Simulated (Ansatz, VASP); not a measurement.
## SnP4: VASP beside Ansatz

```
Sn P
1.0
     5.08926    0.00000    0.00000
     0.00000    5.08926    0.00000
     0.00000    0.00000    5.08926
Sn P
1 4
Direct
  0.50000 0.50000 0.50000
  0.15588 0.15588 0.15588
  0.84412 0.84412 0.15588
  0.84412 0.15588 0.84412
  0.15588 0.84412 0.84412
```

Alike in both runs: functional PBE; k mesh 8 × 8 × 8; occupations gaussian, width 0.1 eV; no spin polarisation.

Ansatz relaxed the structure, and its values are those at the end. VASP's run is a single point on that final structure, the one shown.

|  | VASP | Ansatz |
| --- | --- | --- |
| version | VASP 6.6.1 | Ansatz 0.2.0 |
| potentials or method | VASP PAW PBE potentials, release 64 (Sn_d, P), cutoff 520 eV | scalar-relativistic, plane waves, PAW |
| valence electrons in the cell | 34 | 34 |

VASP gave:

- gap on the k mesh at the Fermi level (eV): none
- pressure (GPa): -0.2
- rms of the force components (eV/Å): 0.058

**Question.** What did Ansatz give for the same quantities?

**Answer.** gap on the k mesh at the Fermi level (eV): none; pressure (GPa): 0.0; rms of the force components (eV/Å): 0.003.

A gap of «none» marks a metal or a gap that the smearing closes.
